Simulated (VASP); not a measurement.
Here is a VASP 6.6.1 calculation.

Contents of POSCAR:

```
Si3N4
1.0
    0.0000000000      3.8650419663      3.8650419663
    3.8650419663      0.0000000000      3.8650419663
    3.8650419663      3.8650419663      0.0000000000
Si N
6 8
Direct
    0.6250000000      0.6250000000      0.6250000000
    0.1250000000      0.6250000000      0.6250000000
    0.6250000000      0.6250000000      0.1250000000
    0.6250000000      0.1250000000      0.6250000000
    0.0000000000      0.0000000000      0.0000000000
    0.2500000000      0.2500000000      0.2500000000
    0.3824291088      0.3824291088      0.3824291088
    0.3972873264      0.8675708912      0.8675708912
    0.3824291088      0.3824291088      0.8527126736
    0.8675708912      0.3972873264      0.8675708912
    0.8527126736      0.3824291088      0.3824291088
    0.8675708912      0.8675708912      0.8675708912
    0.3824291088      0.8527126736      0.3824291088
    0.8675708912      0.8675708912      0.3972873264
```

File INCAR.step1:

```
  PREC = Accurate
  ENCUT = 520
  ISMEAR = 1
  SIGMA = 0.2814
  LREAL = F
  LASPH = T
  NELM = 80
  NBANDS = 45
  GGA = PE
  ALGO = Normal
  EDIFF = 1E-4
  LWAVE = T
  LCHARG = F
```

INCAR.step2

```
  PREC = Accurate
  ENCUT = 520
  EDIFF = 1E-6
  ISMEAR = 1
  SIGMA = 0.2814
  LREAL = F
  LASPH = T
  NELM = 80
  ALGO = Normal
  ISIF = 2
  LWAVE = F
  LCHARG = F
  METAGGA = R2SCAN
  LMIXTAU = T
  NBANDS = 45
  ISTART = 1
```

File KPOINTS:

```
Automatic mesh
0
Gamma
  6 6 6
```

Potentials or basis: VASP PAW PBE potentials, release 64 (Si, N).

Run with:

```sh
$ cat potpaw_PBE.64/Si/POTCAR potpaw_PBE.64/N/POTCAR > POTCAR
$ cp INCAR.step1 INCAR
$ mpirun -np 1 vasp_std > vasp.out
$ cp INCAR.step2 INCAR
$ mpirun -np 1 vasp_std > vasp.out
```

**Question.** Estimate the pressure.

**Answer.** 0.1 GPa.

**Question.** Predict the largest force.

**Answer.** 0.021 eV/Å.

**Question.** What does it give for the band gap on the k mesh?

**Answer.** 4.03 eV, indirect (least direct gap 4.05 eV).

Forces on the atoms (eV/Å):
```
Si   0.000  0.000  0.000
Si   0.000  0.000  0.000
Si   0.000  0.000  0.000
Si   0.000  0.000  0.000
Si   0.000  0.000  0.000
Si   0.000  0.000  0.000
N   -0.012 -0.012 -0.012
N    0.012 -0.012 -0.012
N    0.012  0.012 -0.012
N   -0.012  0.012 -0.012
N   -0.012  0.012  0.012
N    0.012  0.012  0.012
N    0.012 -0.012  0.012
N   -0.012 -0.012  0.012
```

Caveat: the PAW data sets were made with another functional, which shifts forces and pressure a little. A k mesh can miss the band edges.
